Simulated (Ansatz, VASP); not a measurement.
# SiMo3 in VASP and in Ansatz

```
CELL_PARAMETERS angstrom
5.25051 0.00000 0.00000
0.00000 5.25051 0.00000
0.00000 0.00000 4.86159
ATOMIC_POSITIONS crystal
Si 0.00000 0.00000 0.00000
Si 0.50000 0.50000 0.50000
Mo 0.25000 0.00000 0.50000
Mo 0.50000 0.75000 0.00000
Mo 0.75000 0.00000 0.50000
Mo 0.50000 0.25000 0.00000
Mo 0.00000 0.50000 0.75000
Mo 0.00000 0.50000 0.25000
```

Change from the starting cell: strain +0.080 along x and y, +0.000 along z, atoms carried along.

Alike in both runs: task single point; functional PBEsol; k mesh 8 × 8 × 8; occupations gaussian, width 0.15 eV; no spin polarisation.

|  | VASP | Ansatz |
| --- | --- | --- |
| version | VASP 6.6.1 | Ansatz 0.2.0 |
| potentials or method | VASP PAW PBE potentials, release 64 (Si, Mo_sv), cutoff 520 eV | scalar-relativistic, plane waves, PAW |
| valence electrons in the cell | 92 | 92 |

|  | VASP | Ansatz | Ansatz less VASP |
| --- | --- | --- | --- |
| gap on the k mesh at the Fermi level (eV) | none | none | - |
| pressure (GPa) | -27.8 | -28.1 | -0.30 |
| traceless stress, the component that is largest in VASP (GPa) | 11.23 | 11.11 | -0.114 |
| rms of the force components (eV/Å) | 0.032 | 0.032 | +0.0004 |

VASP's potentials were made for PBE, not for PBEsol. Atom by atom the forces differ by 0.000 eV/Å (rms over components). A gap of «none» marks a metal or a gap that the smearing closes. The functional is the same, so the differences come from potentials, cutoffs and numerics.
